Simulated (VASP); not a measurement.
# MoS2 (P-3m1) in VASP: further runs

Runs on MoS2. Level: PBE+D3(BJ). Tasks: single point, relaxation of cell and atoms.

Program: VASP 6.6.1. These are calculated values, not measurements. Logs are shortened: lines on timing, memory, paths and dates and some standing lists are left out, and cuts for length are marked.

### 1 The cell of the first run

The structure is trigonal, space group P-3m1 (No. 164). Conventional cell: a = 3.149 Å, b = 3.149 Å, c = 12.094 Å, α = 90.00°, β = 90.00°, γ = 120.00°. Mo (site symmetry 3m) has 6 S at 2.40 Å and 6 Mo at 3.15 Å within 3.2 Å. Within 3.2 Å of S (site symmetry 3m) lie 3 Mo at 2.40 Å and 7 S at 3.13 to 3.15 Å. Within 3.2 Å of S (site symmetry 3m) lie 3 Mo at 2.40 Å and 7 S at 3.13 to 3.15 Å.

### 2 Single point, PBE+D3(BJ)

Input file INCAR:

```
SYSTEM = MoS2
PREC     = Accurate       ! precision mode
ENCUT    = 520            ! plane-wave cutoff, eV
EDIFF    = 1E-6           ! SCF threshold, eV
ISMEAR   = 0              ! smearing method
SIGMA    = 0.02           ! smearing width, eV
LREAL    = .FALSE.        ! projectors in reciprocal space
LASPH    = .TRUE.         ! aspherical terms in the spheres
NELM     = 100            ! most SCF steps
ALGO     = Normal         ! electronic algorithm
ISIF     = 2              ! what is computed and relaxed
LWAVE    = .FALSE.        ! write WAVECAR
LCHARG   = .FALSE.        ! write CHGCAR
GGA      = PE             ! functional
IVDW     = 12             ! dispersion correction
NBANDS   = 35             ! bands
```

Input file KPOINTS:

```
Automatic mesh
0
G
  12 12 4
  0 0 0
```

Input file POSCAR:

```
MoS2
1.0
    3.1492859261      0.0000000000      0.0000000000
   -1.5746429631      2.7273616158      0.0000000000
    0.0000000000      0.0000000000     12.0938862292
Mo S
2 4
Direct
    0.6666666667      0.3333333333      0.2497827750
    0.3333333333      0.6666666667      0.7502172250
    0.3333333333      0.6666666667      0.3792579737
    0.6666666667      0.3333333333      0.8796916104
    0.3333333333      0.6666666667      0.1203083896
    0.6666666667      0.3333333333      0.6207420263
```

Potentials or basis: VASP PAW PBE potentials, release 64 (Mo_sv, S).

The run is started by

```sh
$ cat potpaw_PBE.64/Mo_sv/POTCAR potpaw_PBE.64/S/POTCAR > POTCAR
$ mpirun -np 1 vasp_std > vasp.out
```

OUTCAR:

```text
SYSTEM = MoS2
   PREC = Accurate
   ENCUT = 520
   EDIFF = 1E-6
   ISMEAR = 0
   LREAL = .FALSE.
   LASPH = .TRUE.
   NELM = 100
   ISIF = 2
   GGA = PE
   IVDW = 12
 IVDW          = 12

 ion  position               nearest neighbor table
   1  0.667  0.333  0.250-   5 2.40   5 2.40   5 2.40   3 2.40   3 2.40   3 2.40
   2  0.333  0.667  0.750-   4 2.40   4 2.40   4 2.40   6 2.40   6 2.40   6 2.40
   3  0.333  0.667  0.379-   1 2.40   1 2.40   1 2.40
   4  0.667  0.333  0.880-   2 2.40   2 2.40   2 2.40
   5  0.333  0.667  0.120-   1 2.40   1 2.40   1 2.40
   6  0.667  0.333  0.621-   2 2.40   2 2.40   2 2.40

  LATTYP: Found a hexagonal cell.
 ALAT       =     3.1492859261
 C/A-ratio  =     3.8401994970

  Lattice vectors:

 A1 = (   3.1492859261,   0.0000000000,   0.0000000000)
 A2 = (  -1.5746429631,   2.7273616158,   0.0000000000)
 A3 = (   0.0000000000,   0.0000000000,  12.0938862292)

Analysis of symmetry for initial positions (statically):
=====================================================================
 Subroutine PRICEL returns:
 Original cell was already a primitive cell.

 Routine SETGRP: Setting up the symmetry group for a
 hexagonal supercell.

 Subroutine GETGRP returns: Found 12 space group operations
 (whereof 12 operations were pure point group operations)
 out of a pool of 24 trial point group operations.

The static configuration has the point symmetry D_3d.

Analysis of symmetry for dynamics (positions and initial velocities):
=====================================================================
 Subroutine PRICEL returns:
 Original cell was already a primitive cell.

 Routine SETGRP: Setting up the symmetry group for a
 hexagonal supercell.

 Subroutine GETGRP returns: Found 12 space group operations
 (whereof 12 operations were pure point group operations)
 out of a pool of 24 trial point group operations.

The dynamic configuration has the point symmetry D_3d.

 Subroutine INISYM returns: Found 12 space group operations
 (whereof 12 operations are pure point group operations),
 and found     1 'primitive' translations

----------------------------------------------------------------------------------------

                                     Primitive cell

  volume of cell :     103.8773

  direct lattice vectors                    reciprocal lattice vectors
     3.149285926  0.000000000  0.000000000     0.317532299  0.183327358  0.000000000
    -1.574642963  2.727361616  0.000000000     0.000000000  0.366654716  0.000000000
     0.000000000  0.000000000 12.093886229     0.000000000  0.000000000  0.082686407

  length of vectors
     3.149285926  3.149285926 12.093886229     0.366654716  0.366654716  0.082686407

  position of ions in fractional coordinates (direct lattice)
     0.666666667  0.333333333  0.249782775
     0.333333333  0.666666667  0.750217225
     0.333333333  0.666666667  0.379257974
     0.666666667  0.333333333  0.879691610
     0.333333333  0.666666667  0.120308390
     0.666666667  0.333333333  0.620742026

  ion indices of the primitive-cell ions
   primitive index   ion index
                 1           1
                 2           2
                 3           3
                 4           4
                 5           5
                 6           6

----------------------------------------------------------------------------------------

 KPOINTS: Automatic mesh

Automatic generation of k-mesh.
 Grid dimensions read from file:
 generate k-points for:   12   12    4

 Generating k-lattice:

  Cartesian coordinates                     Fractional coordinates (reciprocal lattice)
     0.026461025  0.015277280  0.000000000     0.083333333  0.000000000  0.000000000
     0.000000000  0.030554560  0.000000000     0.000000000  0.083333333  0.000000000
     0.000000000  0.000000000  0.020671602     0.000000000  0.000000000  0.250000000

  Length of vectors
     0.030554560  0.030554560  0.020671602

  Shift w.r.t. Gamma in fractional coordinates (k-lattice)
     0.000000000  0.000000000  0.000000000

[... 54 lines left out ...]
  band No.  band energies     occupation
      1     -53.5921      2.00000
      2     -53.5921      2.00000
      3     -27.7531      2.00000
      4     -27.7530      2.00000
      5     -27.5457      2.00000
      6     -27.5457      2.00000
[... 27 lines left out ...]
     34      10.2912      0.00000
     35      14.0803      0.00000

 k-point     3 :       0.1667    0.0000    0.0000
  band No.  band energies     occupation
      1     -53.5842      2.00000
      2     -53.5842      2.00000
      3     -27.7378      2.00000
      4     -27.7377      2.00000
      5     -27.6229      2.00000
      6     -27.6229      2.00000
[... 27 lines left out ...]
     34      10.7421      0.00000
     35      15.1029      0.00000

 k-point     4 :       0.2500    0.0000    0.0000
  band No.  band energies     occupation
      1     -53.5734      2.00000
      2     -53.5734      2.00000
      3     -27.7269      2.00000
      4     -27.7269      2.00000
      5     -27.7168      2.00000
      6     -27.7167      2.00000
[... 27 lines left out ...]
     34      11.2264      0.00000
     35      15.3793      0.00000

 k-point     5 :       0.3333    0.0000    0.0000
  band No.  band energies     occupation
      1     -53.5626      2.00000
      2     -53.5626      2.00000
      3     -27.8293      2.00000
      4     -27.8293      2.00000
      5     -27.6957      2.00000
      6     -27.6956      2.00000
[... 638 lines left out ...]
 k-point    22 :       0.0000    0.0833    0.2500
  band No.  band energies     occupation
      1     -53.5921      2.00000
      2     -53.5921      2.00000
      3     -27.7531      2.00000
      4     -27.7530      2.00000
      5     -27.5457      2.00000
      6     -27.5457      2.00000
[... 27 lines left out ...]
     34      10.2931      0.00000
     35      14.1325      0.00000

 k-point    23 :       0.1667    0.0000    0.2500
  band No.  band energies     occupation
      1     -53.5842      2.00000
      2     -53.5842      2.00000
      3     -27.7378      2.00000
      4     -27.7377      2.00000
      5     -27.6229      2.00000
      6     -27.6229      2.00000
[... 27 lines left out ...]
     34      10.7241      0.00000
     35      15.1274      0.00000

 k-point    24 :       0.0000    0.1667    0.2500
  band No.  band energies     occupation
      1     -53.5842      2.00000
      2     -53.5842      2.00000
      3     -27.7378      2.00000
      4     -27.7377      2.00000
      5     -27.6229      2.00000
      6     -27.6229      2.00000
[... 27 lines left out ...]
     34      10.7241      0.00000
     35      15.2015      0.00000

 [... further k-points ...]

------------------------ aborting loop because EDIFF is reached ----------------------------------------

 Edisp (eV)   -2.62426

 E8    (eV) :    -1.0581

  FORCE on cell =-STRESS in cart. coord.  units (eV):
  Direction    XX          YY          ZZ          XY          YZ          ZX
  --------------------------------------------------------------------------------------
  -------------------------------------------------------------------------------------
  Total      -0.08284    -0.08284    -0.13347     0.00000    -0.00000     0.00000
  in kB      -1.27768    -1.27768    -2.05868     0.00000    -0.00000     0.00000
  external pressure =       -1.54 kB  Pullay stress =        0.00 kB

 VOLUME and BASIS-vectors are now :
 -----------------------------------------------------------------------------
  energy-cutoff  :      520.00
  volume of cell :      103.88
      direct lattice vectors                 reciprocal lattice vectors
     3.149285926  0.000000000  0.000000000     0.317532299  0.183327358  0.000000000
    -1.574642963  2.727361616  0.000000000     0.000000000  0.366654716  0.000000000
     0.000000000  0.000000000 12.093886229     0.000000000  0.000000000  0.082686407

 POSITION                                       TOTAL-FORCE (eV/Angst)
 -----------------------------------------------------------------------------------
      1.57464      0.90912      3.02084        -0.000000      0.000000      0.001360
     -0.00000      1.81824      9.07304         0.000000     -0.000000     -0.001360
     -0.00000      1.81824      4.58670        -0.000000     -0.000000     -0.010279
      1.57464      0.90912     10.63889        -0.000000      0.000000     -0.014981
     -0.00000      1.81824      1.45500        -0.000000      0.000000      0.014981
      1.57464      0.90912      7.50718        -0.000000      0.000000      0.010279
 -----------------------------------------------------------------------------------
    total drift:                               -0.000000      0.000000      0.000000

  FREE ENERGIE OF THE ION-ELECTRON SYSTEM (eV)
  ---------------------------------------------------
  free  energy   TOTEN  =       -46.1703686133 eV

  energy  without entropy=      -46.1703686133  energy(sigma->0) =      -46.17036861
```

Wall time 82 s (1 thread of Intel Xeon 6975P-C (Granite Rapids), shared host); peak memory 0.35 GiB.

What came out:

* Free energy: -46.1704 eV
* Pressure: -0.2 GPa
* Largest force: 0.015 eV/Å
* Band gap on the k mesh: 0.80 eV, indirect (least direct gap 1.70 eV)
* Dispersion energy per atom: -0.437 eV

Forces in eV/Å, atoms in the order of the input:
```
Mo   0.000  0.000  0.001
Mo   0.000  0.000 -0.001
S    0.000  0.000 -0.010
S    0.000  0.000 -0.015
S    0.000  0.000  0.015
S    0.000  0.000  0.010
```

A k mesh can miss the band edges. Expect the measured gap to be larger: semilocal functionals such as PBE lack the derivative discontinuity.

### 3 Relaxation of cell and atoms, PBE+D3(BJ)

Input file INCAR:

```
SYSTEM = MoS2
ALGO = Normal
EDIFF = 1E-7
EDIFFG = -0.005
ENCUT = 600
GGA = PE
IBRION = 2
ISIF = 3
ISMEAR = 0
IVDW = 12
LASPH = .TRUE.
LCHARG = .FALSE.
LREAL = .FALSE.
LWAVE = .FALSE.
NELM = 100
NSW = 100
PREC = Accurate
SIGMA = 0.02
```

Input file KPOINTS:

```
k-points
0
G
  12 12 4
  0 0 0
```

POSCAR is that of step 2.

Potentials or basis: VASP PAW PBE potentials, release 64 (Mo_sv, S).

The run is started by

```sh
$ cat potpaw_PBE.64/Mo_sv/POTCAR potpaw_PBE.64/S/POTCAR > POTCAR
$ mpirun -np 1 vasp_std > vasp.out
```

It took 9.3 min on 1 thread of Intel Xeon 6975P-C (Granite Rapids), shared host; peak memory 0.41 GiB.

It converged, with:

- Free energy: -46.1718 eV
- Relaxed volume: 17.30 Å³/atom
- Relaxed cell: a = 3.149 Å, b = 3.149 Å, c = 12.089 Å, α = 90.00°, β = 90.00°, γ = 120.00°
- Space group after relaxing (to 0.05 Å): P6_3/mmc (No. 194)
- Energy gained by relaxing: 0.0 meV/atom
- Ionic steps: 8
- Pressure after relaxing: 0.0 GPa
- Largest force after relaxing: 0.005 eV/Å
- Band gap on the k mesh: 0.80 eV, indirect (least direct gap 1.71 eV)
- Dispersion energy per atom: -0.438 eV

Forces on the atoms (eV/Å):
```
Mo   0.000  0.000  0.002
Mo   0.000  0.000 -0.002
S    0.000  0.000  0.005
S    0.000  0.000  0.001
S    0.000  0.000 -0.001
S    0.000  0.000 -0.005
```

Final structure:
```
Mo S
1.0
     3.14861    0.00000    0.00000
    -1.57430    2.72678    0.00000
     0.00000    0.00000   12.08909
Mo S
2 4
Direct
  0.66667 0.33333 0.24979
  0.33333 0.66667 0.75021
  0.33333 0.66667 0.37926
  0.66667 0.33333 0.87968
  0.33333 0.66667 0.12032
  0.66667 0.33333 0.62074
```

Levels at points of the mesh, in eV from the valence-band top:
```tsv
k point	band 23	band 24	band 25	band 26	band 27	band 28	band 29	band 30
(0.00, 0.00, 0.00)	-2.15	-1.27	-1.11	0.00	2.09	2.09	2.13	2.13
(0.50, 0.00, 0.00)	-1.78	-1.52	-1.49	-1.33	1.62	1.68	2.00	2.31
(0.00, 0.00, 0.50)	-2.18	-2.18	-0.27	-0.26	2.10	2.10	2.10	2.10
(0.50, 0.00, 0.50)	-1.65	-1.65	-1.40	-1.40	1.65	1.65	2.17	2.17
```

A k mesh can miss the band edges.

### 4 Single point, PBE+D3(BJ)

Input file INCAR:

```
PREC = Accurate ; ENCUT = 520
EDIFF = 1E-6 ; ISMEAR = 0
SIGMA = 0.02 ; LREAL = F
LASPH = T ; NELM = 100
ALGO = Normal ; ISIF = 2
LWAVE = F ; LCHARG = F
GGA = PE ; IVDW = 12
NBANDS = 35
```

Input file KPOINTS:

```
regular mesh
0
Gamma
  12 12 2
```

POSCAR is that of step 3.

The run is started by

```sh
$ cat potpaw_PBE.64/Mo_sv/POTCAR potpaw_PBE.64/S/POTCAR > POTCAR
$ mpirun -np 1 vasp_std > vasp.out
```

Run time: 46 s. Hardware: 1 thread of Intel Xeon 6975P-C (Granite Rapids), shared host; peak memory 0.28 GiB.

The run converged. Its results:

| Property | Result |
| --- | --- |
| Free energy | -46.1701 eV |
| Pressure | -0.2 GPa |
| Largest force | 0.015 eV/Å |
| Band gap on the k mesh | 0.80 eV, indirect (least direct gap 1.71 eV) |
| Dispersion energy per atom | -0.437 eV |

Forces on the atoms (eV/Å):
```
Mo   0.000  0.000  0.001
Mo   0.000  0.000 -0.001
S    0.000  0.000 -0.010
S    0.000  0.000 -0.015
S    0.000  0.000  0.015
S    0.000  0.000  0.010
```

Levels at points of the mesh, in eV from the valence-band top:
| k point | band 23 | band 24 | band 25 | band 26 | band 27 | band 28 | band 29 | band 30 |
| --- | --- | --- | --- | --- | --- | --- | --- | --- |
| (0.00, 0.00, 0.00) | -2.15 | -1.27 | -1.11 | 0.00 | 2.10 | 2.10 | 2.13 | 2.13 |
| (0.50, 0.00, 0.00) | -1.78 | -1.52 | -1.48 | -1.33 | 1.62 | 1.68 | 2.00 | 2.31 |
| (0.00, 0.00, 0.50) | -2.18 | -2.18 | -0.27 | -0.26 | 2.10 | 2.10 | 2.10 | 2.10 |
| (0.50, 0.00, 0.50) | -1.65 | -1.65 | -1.40 | -1.39 | 1.65 | 1.65 | 2.17 | 2.17 |

A k mesh can miss the band edges.

### 5 Single point, PBE+D3(BJ)

This run uses another cell than the first one, of 18.18 Å³/atom, 1.050 times its volume.

Input file INCAR:

```
SYSTEM = MoS2
  ALGO = Normal
  EDIFF = 1E-7
  ENCUT = 520
  GGA = PE
  ISIF = 2
  ISMEAR = 0
  IVDW = 12
  LASPH = .TRUE.
  LCHARG = .TRUE.
  LELF = .TRUE.
  LREAL = .FALSE.
  LVHAR = .TRUE.
  LWAVE = .FALSE.
  NBANDS = 35
  NELM = 80
  PREC = Accurate
  SIGMA = 0.02
```

Input file KPOINTS:

```
k-points
0
G
  12 12 4
  0 0 0
```

Input file POSCAR:

```
MoS2
1.0
    3.2437645039      0.0000000000      0.0000000000
   -1.6218822519      2.8091824643      0.0000000000
    0.0000000000      0.0000000000     11.9713414737
Mo S
2 4
Direct
    0.6666666667      0.3333333333      0.2500390445
    0.3333333333      0.6666666667      0.7499609555
    0.3333333333      0.6666666667      0.3782874063
    0.6666666667      0.3333333333      0.8782100042
    0.3333333333      0.6666666667      0.1217899958
    0.6666666667      0.3333333333      0.6217125937
```

The run is started by

```sh
$ cat potpaw_PBE.64/Mo_sv/POTCAR potpaw_PBE.64/S/POTCAR > POTCAR
$ mpirun -np 1 vasp_std > vasp.out
```

Run time: 3.1 min. Hardware: 1 thread of Intel Xeon Platinum 8488C (Sapphire Rapids), shared host; peak memory 0.36 GiB.

Results (log left out):

```yaml
Free_energy: -46.0146 eV
Pressure: -5.2 GPa
Largest_force: 0.014 eV/Å
Band_gap_on_the_k_mesh: 0.51 eV, indirect (least direct gap 1.40 eV)
Dispersion_energy_per_atom: -0.416 eV
```

Forces on the atoms (eV/Å):
```
Mo   0.000  0.000  0.000
Mo   0.000  0.000  0.000
S    0.000  0.000 -0.014
S    0.000  0.000 -0.013
S    0.000  0.000  0.013
S    0.000  0.000  0.014
```

Stress tensor (GPa, compression positive):
```
-7.72  0.00  0.00
 0.00 -7.72  0.00
 0.00  0.00 -0.14
```

Levels at points of the mesh, in eV from the valence-band top:
| k point | band 24 | band 25 | band 26 | band 27 | band 28 | band 29 |
| --- | --- | --- | --- | --- | --- | --- |
| (0.00, 0.00, 0.00) | -1.07 | -0.99 | 0.00 | 1.70 | 1.70 | 1.73 |
| (0.50, 0.00, 0.00) | -1.96 | -1.63 | -1.40 | 1.10 | 1.17 | 1.55 |
| (0.00, 0.00, 0.50) | -2.48 | -0.21 | -0.21 | 1.70 | 1.70 | 1.70 |
| (0.50, 0.00, 0.50) | -2.08 | -1.49 | -1.49 | 1.13 | 1.13 | 1.66 |

### 6 Single point, PBE+D3(BJ) (equal strain along all axes, cell held: +2.0 %, then relaxed in part)

Input file INCAR:

```
PREC = Accurate
ENCUT = 520
EDIFF = 1E-6
ISMEAR = 0
SIGMA = 0.02
LREAL = F
LASPH = T
NELM = 80
ALGO = Normal
ISIF = 2
LWAVE = F
LCHARG = F
GGA = PE
IVDW = 12
NBANDS = 35
```

Input file KPOINTS:

```
Automatic mesh
0
Gamma
  12 12 4
```

Input file POSCAR:

```
MoS2
1.0
    3.2123051037      0.0000000000      0.0000000000
   -1.6061525518      2.7819378245      0.0000000000
    0.0000000000      0.0000000000     12.3355115033
Mo S
2 4
Direct
    0.6666666667      0.3333333333      0.2495915180
    0.3333333333      0.6666666667      0.7504084820
    0.3333333333      0.6666666667      0.3751243153
    0.6666666667      0.3333333333      0.8759318888
    0.3333333333      0.6666666667      0.1240681112
    0.6666666667      0.3333333333      0.6248756847
```

Potentials or basis: VASP PAW PBE potentials, release 64 (Mo_sv, S).

The run is started by

```sh
$ cat potpaw_PBE.64/Mo_sv/POTCAR potpaw_PBE.64/S/POTCAR > POTCAR
$ mpirun -np 1 vasp_std > vasp.out
```

Run time: 7.2 min. Hardware: 1 thread of AMD EPYC 7R13, shared host; peak memory 0.34 GiB.

The run converged. Its results:

```
Free energy                : -46.0876 eV
Pressure                   : -4.1 GPa
Largest force              : 0.015 eV/Å
Band gap on the k mesh     : 0.80 eV, indirect (least direct gap 1.51 eV)
Dispersion energy per atom : -0.411 eV
```

Forces in eV/Å, atoms in the order of the input:
```
Mo   0.000  0.000  0.003
Mo   0.000  0.000 -0.003
S    0.000  0.000 -0.012
S    0.000  0.000 -0.015
S    0.000  0.000  0.015
S    0.000  0.000  0.012
```

Stress tensor (GPa, compression positive):
```
-5.43  0.00  0.00
 0.00 -5.43  0.00
 0.00  0.00 -1.42
```

Levels at points of the mesh, in eV from the valence-band top:
```
           k point  band 24  band 25  band 26  band 27  band 28  band 29
(0.00, 0.00, 0.00)    -1.17    -1.03     0.00     1.93     1.93     1.95
(0.50, 0.00, 0.00)    -1.73    -1.45    -1.30     1.37     1.42     1.82
(0.00, 0.00, 0.50)    -2.33    -0.25    -0.24     1.93     1.93     1.93
(0.50, 0.00, 0.50)    -1.82    -1.37    -1.36     1.39     1.39     1.92
```

Caveat: the cell differs from its parent crystal (equal strain along all axes, cell held: +2.0 %, then relaxed in part). A k mesh can miss the band edges.

### 7 Summary

| task | cell | k mesh | cutoff (eV) | gap on the mesh (eV) | pressure (GPa) | largest force (eV/Å) |
| --- | --- | --- | --- | --- | --- | --- |
| single point | a = 3.149, b = 3.149, c = 12.094 Å, angles 90.0, 90.0, 120.0°, 6 atoms | 12 × 12 × 4 | 520 | 0.80 | -0.2 | 0.01 |
| relaxation of cell and atoms | relaxed from a = 3.149, b = 3.149, c = 12.094 Å, angles 90.0, 90.0, 120.0°, 6 atoms | 12 × 12 × 4 | 600 | 0.80 | 0.0 | - |
| single point | a = 3.149, b = 3.149, c = 12.094 Å, angles 90.0, 90.0, 120.0°, 6 atoms | 12 × 12 × 2 | 520 | 0.80 | -0.2 | 0.02 |
| single point | a = 3.244, b = 3.244, c = 11.971 Å, angles 90.0, 90.0, 120.0°, 6 atoms | 12 × 12 × 4 | 520 | 0.51 | -5.2 | 0.01 |
| single point | a = 3.212, b = 3.212, c = 12.336 Å, angles 90.0, 90.0, 120.0°, 6 atoms | 12 × 12 × 4 | 520 | 0.80 | -4.1 | 0.02 |

Alike in all rows: level PBE+D3(BJ); potentials or basis VASP PAW PBE potentials, release 64 (Mo_sv, S); no spin polarisation; smearing gaussian 0.02 eV.

Absolute energies hang on the potentials; compare differences alone.
